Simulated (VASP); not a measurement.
**Si2W: single point with PBE**

Si2W:

```
Si W
1.0
     4.61685    0.00000    0.00000
    -2.30843    3.99831    0.00000
     0.00000    0.00000    6.65322
Si W
6 3
Direct
  0.83637 0.67275 0.50000
  0.16363 0.83637 0.83333
  0.67275 0.83637 0.16667
  0.16363 0.32725 0.50000
  0.83637 0.16363 0.83333
  0.32725 0.16363 0.16667
  0.00000 0.50000 0.16667
  0.50000 0.50000 0.83333
  0.50000 0.00000 0.50000
```

```yaml
Program: VASP 6.6.1
Task: single point
Functional: PBE
Potentials_or_basis: VASP PAW PBE potentials, release 64 (Si, W_sv)
Cutoff: 520 eV
k_mesh: 9 × 9 × 6
Occupations: gaussian, width 0.05 eV
Spin: no spin polarisation
Dipole_correction: no
Further_INCAR_settings: ALGO = Normal; EDIFF = 1e-07; NBANDS = 43
```

The pressure is -0.4 GPa and the band gap on the k mesh is 0.14 eV (least direct gap 0.67 eV).

Forces on the atoms (eV/Å):
```
Si   0.000 -0.003  0.000
Si   0.002 -0.001  0.000
Si  -0.002 -0.001  0.000
Si   0.000  0.003  0.000
Si  -0.002  0.001  0.000
Si   0.002  0.001  0.000
W    0.000  0.000  0.000
W    0.000  0.000  0.000
W    0.000  0.000  0.000
```

Stress tensor (GPa, compression positive):
```
-0.37  0.00  0.00
 0.00 -0.37  0.00
 0.00  0.00 -0.54
```

Levels at points of the mesh, in eV from the valence-band top:
```tsv
k point	band 31	band 32	band 33	band 34	band 35	band 36
(0.00, 0.00, 0.00)	-2.98	-2.53	-0.88	2.26	2.26	2.32
(0.00, 0.00, 0.50)	-2.56	-0.68	-0.68	1.81	2.04	2.04
```

It took 2.6 min on 1 thread of AMD EPYC 9R45 96-Core Processor (Zen 5), on a shared host, peak memory 0.33 GiB.

Caveat: spin-orbit coupling is left out, which moves the levels of the heavy elements. A k mesh can miss the band edges.
